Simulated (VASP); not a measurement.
# CdS (Greenockite) (P6_3mc) in VASP: further runs

Runs on CdS (Greenockite). Level: PBEsol. Tasks: vibrations by perturbation theory.

All numbers are computed with VASP 6.6.1; they aren't measurements. Logs are shortened: lines on timing, memory, paths and dates and some standing lists are left out, and cuts for length are marked.

### 1 The cell of the first run

It takes space group P6_3mc (No. 186, hexagonal). Conventional cell: a = 4.124 Å, b = 4.124 Å, c = 6.710 Å, α = 90.00°, β = 90.00°, γ = 120.00°. Cd (site symmetry 3m) has 4 S at 2.52 to 2.53 Å within 3.3 Å. S (site symmetry 3m) has 4 Cd at 2.52 to 2.53 Å within 3.3 Å.

### 2 Vibrations by perturbation theory, PBEsol

INCAR

```
SYSTEM = CdS
  PREC = Accurate
  ENCUT = 520
  EDIFF = 1E-8
  ISMEAR = 0
  SIGMA = 0.01
  LREAL = .False.
  LASPH = .True.
  NELM = 60
  ALGO = Normal
  ISIF = 2
  LWAVE = .False.
  LCHARG = .False.
  GGA = PS
  IBRION = 8
  NSW = 1
```

KPOINTS

```
regular mesh
0
Gamma
  6 6 4
  0 0 0
```

POSCAR

```
CdS
1.0
    4.1238575649      0.0000000000      0.0000000000
   -2.0619287824      3.5713654128      0.0000000000
    0.0000000000      0.0000000000      6.7096909191
Cd S
2 2
Direct
    0.3333333333      0.6666666667     -0.0007769940
    0.6666666667      0.3333333333      0.4992230060
    0.3333333333      0.6666666667      0.3757769940
    0.6666666667      0.3333333333      0.8757769940
```

Potentials or basis: VASP PAW PBE potentials, release 64 (Cd, S).

Command:

```console
cat potpaw_PBE.64/Cd/POTCAR potpaw_PBE.64/S/POTCAR > POTCAR
mpirun -np 1 vasp_std > vasp.out
```

OUTCAR:

```text
SYSTEM = CdS
   PREC = Accurate
   ENCUT = 520
   EDIFF = 1E-8
   ISMEAR = 0
   LREAL = .False.
   LASPH = .True.
   NELM = 60
   ISIF = 2
   GGA = PS
   IBRION = 8
   NSW = 1

 ion  position               nearest neighbor table
   1  0.333  0.667  0.999-   4 2.52   4 2.52   4 2.52   3 2.53
   2  0.667  0.333  0.499-   3 2.52   3 2.52   3 2.52   4 2.53
   3  0.333  0.667  0.376-   2 2.52   2 2.52   2 2.52   1 2.53
   4  0.667  0.333  0.876-   1 2.52   1 2.52   1 2.52   2 2.53

  LATTYP: Found a hexagonal cell.
 ALAT       =     4.1238575649
 C/A-ratio  =     1.6270423538

  Lattice vectors:

 A1 = (   4.1238575649,   0.0000000000,   0.0000000000)
 A2 = (  -2.0619287824,   3.5713654128,   0.0000000000)
 A3 = (   0.0000000000,   0.0000000000,   6.7096909191)

Analysis of symmetry for initial positions (statically):
=====================================================================
 Subroutine PRICEL returns:
 Original cell was already a primitive cell.

 Routine SETGRP: Setting up the symmetry group for a
 hexagonal supercell.

 Subroutine GETGRP returns: Found 12 space group operations
 (whereof  6 operations were pure point group operations)
 out of a pool of 24 trial point group operations.

The static configuration has the point symmetry C_3v.
 The point group associated with its full space group is C_6v.

Analysis of symmetry for dynamics (positions and initial velocities):
=====================================================================
 Subroutine PRICEL returns:
 Original cell was already a primitive cell.

 Routine SETGRP: Setting up the symmetry group for a
 hexagonal supercell.

 Subroutine GETGRP returns: Found 12 space group operations
 (whereof  6 operations were pure point group operations)
 out of a pool of 24 trial point group operations.

The dynamic configuration has the point symmetry C_3v.
 The point group associated with its full space group is C_6v.

 Subroutine INISYM returns: Found 12 space group operations
 (whereof  6 operations are pure point group operations),
 and found     1 'primitive' translations

----------------------------------------------------------------------------------------

                                     Primitive cell

  volume of cell :      98.8190

  direct lattice vectors                    reciprocal lattice vectors
     4.123857565  0.000000000  0.000000000     0.242491401  0.140002476  0.000000000
    -2.061928782  3.571365413  0.000000000     0.000000000  0.280004952  0.000000000
     0.000000000  0.000000000  6.709690919     0.000000000  0.000000000  0.149038162

  length of vectors
     4.123857565  4.123857565  6.709690919     0.280004952  0.280004952  0.149038162

  position of ions in fractional coordinates (direct lattice)
     0.333333333  0.666666667  0.999223006
     0.666666667  0.333333333  0.499223006
     0.333333333  0.666666667  0.375776994
     0.666666667  0.333333333  0.875776994

  ion indices of the primitive-cell ions
   primitive index   ion index
                 1           1
                 2           2
                 3           3
                 4           4
[... 115 lines left out ...]
  free energy    TOTEN  =       -13.63008353 eV

  energy without entropy =      -13.63008353  energy(sigma->0) =      -13.63008353

 E-fermi :   1.3488     XC(G=0):  -9.3894

 val. band max:        1.2473249191   @ k =   0.0000   0.0000   0.0000
 cond. band min:       2.3439938582   @ k =   0.0000   0.0000   0.0000
 fundamental gap:      1.0966689391
 Fermi energy:         1.3487821120

 k-point     1 :       0.0000    0.0000    0.0000
  band No.  band energies     occupation
      1     -11.1669      2.00000
      2     -10.7172      2.00000
      3      -6.4777      2.00000
      4      -6.4706      2.00000
      5      -6.4706      2.00000
      6      -6.3843      2.00000
[... 514 lines left out ...]
     21       7.2223      0.00000
     22       7.2223      0.00000

------------------------ aborting loop because EDIFF is reached ----------------------------------------

  FORCE on cell =-STRESS in cart. coord.  units (eV):
  Direction    XX          YY          ZZ          XY          YZ          ZX
  --------------------------------------------------------------------------------------
  -------------------------------------------------------------------------------------
  Total        0.2581682      0.2581682      0.2448224      0.0000000     -0.0000000      0.0000000
  in kB        4.1857461      4.1857461      3.9693679      0.0000000     -0.0000000      0.0000000
  external PRESSURE =       4.1136201 kB  Pullay stress =       0.0000000 kB

 VOLUME and BASIS-vectors are now :
 -----------------------------------------------------------------------------
  energy-cutoff  :      520.00
  volume of cell :       98.82
      direct lattice vectors                 reciprocal lattice vectors
     4.123857565  0.000000000  0.000000000     0.242491401  0.140002476  0.000000000
    -2.061928782  3.571365413  0.000000000     0.000000000  0.280004952  0.000000000
     0.000000000  0.000000000  6.709690919     0.000000000  0.000000000  0.149038162

 POSITION                                       TOTAL-FORCE (eV/Angst)
 -----------------------------------------------------------------------------------
     -0.00000      2.38091      6.70448         0.000000     -0.000000      0.002256
      2.06193      1.19046      3.34963        -0.000000      0.000000      0.002256
     -0.00000      2.38091      2.52135        -0.000000      0.000000     -0.002256
      2.06193      1.19046      5.87619         0.000000     -0.000000     -0.002256
 -----------------------------------------------------------------------------------
    total drift:                               -0.000000     -0.000000     -0.000139

  FREE ENERGIE OF THE ION-ELECTRON SYSTEM (eV)
  ---------------------------------------------------
  free  energy   TOTEN  =       -13.6300835323 eV

  energy  without entropy=      -13.6300835323  energy(sigma->0) =      -13.63008353

[... ionic steps 2 to 9 ...]

--------------------------------------- Ionic step       10  -------------------------------------------

------------------------ aborting loop because EDIFF is reached ----------------------------------------

[... ionic steps 11 to 11 ...]

--------------------------------------- Ionic step       12  -------------------------------------------

 Free energy of the ion-electron system (eV)
  ---------------------------------------------------
  ---------------------------------------------------
  free energy    TOTEN  =        -0.12140597 eV

  energy without entropy =       -0.12140597

------------------------ aborting loop because EDIFF is reached ----------------------------------------

 INTERNAL STRAIN TENSOR  FOR ION    3  DIRECTION 3   (eV/Angst):
 -----------------------------------------------------------------------------
     3.98847  0.00000  0.00000
     0.00000  3.98847  0.00000
     0.00000  0.00000 -7.73890

 INTERNAL STRAIN TENSOR FOR ION    4 for displacements in x,y,z  (eV/Angst):
          X           Y           Z          XY          YZ          ZX
  --------------------------------------------------------------------------------
  x     0.00000    -0.00000    -0.00000     6.81341     0.00000     4.17820
  y     6.81341    -6.81341    -0.00000    -0.00000     3.78039     0.00000
  z     3.98847     3.98847    -7.73890     0.00000    -0.00000    -0.00000

 SECOND DERIVATIVES (NOT SYMMETRIZED)
 ------------------------------------
               1X          1Y          1Z          2X          2Y          2Z          3X          3Y          3Z          4X          4Y          4Z
  1X    -5.164264   -0.000000    0.000000   -0.102653   -0.000000    0.000000    0.049047    0.000000   -0.000000    5.217871    0.000000   -0.000000
  1Y    -0.000000   -5.164264    0.000000   -0.000000   -0.102653    0.000000    0.000000    0.049047   -0.000000    0.000000    5.217871    0.000000
  1Z     0.000000    0.000000   -6.592890   -0.000000    0.000000    1.662012   -0.000000   -0.000000    3.799930    0.000000    0.000000    1.130948
  2X    -0.102653   -0.000000   -0.000000   -5.164264   -0.000000   -0.000000    5.217871    0.000000    0.000000    0.049047    0.000000    0.000000
  2Y    -0.000000   -0.102653    0.000000   -0.000000   -5.164264   -0.000000    0.000000    5.217871    0.000000    0.000000    0.049047    0.000000
  2Z     0.000000    0.000000    1.662012   -0.000000   -0.000000   -6.592890   -0.000000    0.000000    1.130948    0.000000    0.000000    3.799930
  3X     0.056546    0.000000    0.000000    5.224601    0.000000    0.000000   -5.783201   -0.000000   -0.000000    0.502054    0.000000   -0.000000
  3Y     0.000000    0.056546    0.000000    0.000000    5.224601    0.000000   -0.000000   -5.783201    0.000000    0.000000    0.502054    0.000000
  3Z     0.000000    0.000000    3.802621   -0.000000   -0.000000    1.145461    0.000000    0.000000   -7.587331    0.000000    0.000000    2.639250
  4X     5.224601    0.000000   -0.000000    0.056546    0.000000    0.000000    0.502054    0.000000    0.000000   -5.783201   -0.000000    0.000000
  4Y     0.000000    5.224601    0.000000    0.000000    0.056546    0.000000    0.000000    0.502054    0.000000   -0.000000   -5.783201   -0.000000
  4Z     0.000000    0.000000    1.145461   -0.000000   -0.000000    3.802621    0.000000    0.000000    2.639250   -0.000000   -0.000000   -7.587331

 Eigenvectors and eigenvalues of the dynamical matrix
 ----------------------------------------------------

   1 f  =    8.935518 THz    56.143515 2PiTHz  298.056797 cm-1    36.954316 meV
             X         Y         Z           dx          dy          dz
     -0.000000  2.380910  6.704478    -0.000000   -0.000000    0.121989
      2.061929  1.190455  3.349632     0.000000    0.000000   -0.121989
     -0.000000  2.380910  2.521347    -0.000000   -0.000000   -0.696505
      2.061929  1.190455  5.876193     0.000000    0.000000    0.696505
[... 71 lines left out ...]
  12 f/i=    0.005031 THz     0.031613 2PiTHz    0.167827 cm-1     0.020808 meV
             X         Y         Z           dx          dy          dz
     -0.000000  2.380910  6.704478     0.000000    0.000000    0.623961
      2.061929  1.190455  3.349632     0.000000    0.000000    0.623961
     -0.000000  2.380910  2.521347     0.000000    0.000000    0.332675
      2.061929  1.190455  5.876193     0.000000    0.000000    0.332675

--------------------------------------------------------------------------------------------------------

 ELASTIC MODULI CONTR FROM IONIC RELAXATION (kBar)
 Direction    XX          YY          ZZ          XY          YZ          ZX
 --------------------------------------------------------------------------------
 XX        -343.8380    135.1629    201.8007     -0.0000      0.0000     -0.0000
 YY         135.1629   -343.8380    201.8007     -0.0000      0.0000      0.0000
 ZZ         201.8007    201.8007   -390.3056      0.0000      0.0000      0.0000
 XY          -0.0000     -0.0000      0.0000   -239.5005      0.0000     -0.0000
 YZ          -0.0000     -0.0000      0.0000      0.0000    -95.5651     -0.0000
 ZX          -0.0000      0.0000      0.0000     -0.0000     -0.0000   -101.2966
 --------------------------------------------------------------------------------
```

Run time: 4.4 min. Hardware: 1 thread of Intel Xeon 6975P-C (Granite Rapids), shared host; peak memory 0.49 GiB.

What came out:

| Item | Value |
| --- | --- |
| Highest phonon frequency at Γ, LO-TO splitting left out | 298 cm⁻¹ |

Phonon frequencies in cm⁻¹ (negative: imaginary):
| q point | frequencies |
| --- | --- |
| (0.000, 0.000, 0.000) | 0 0 0 40 40 134 232 240 240 253 253 298 |

Caveat: the PAW data sets were made with another functional, which shifts forces and pressure a little.

[end of part 1 of 2]
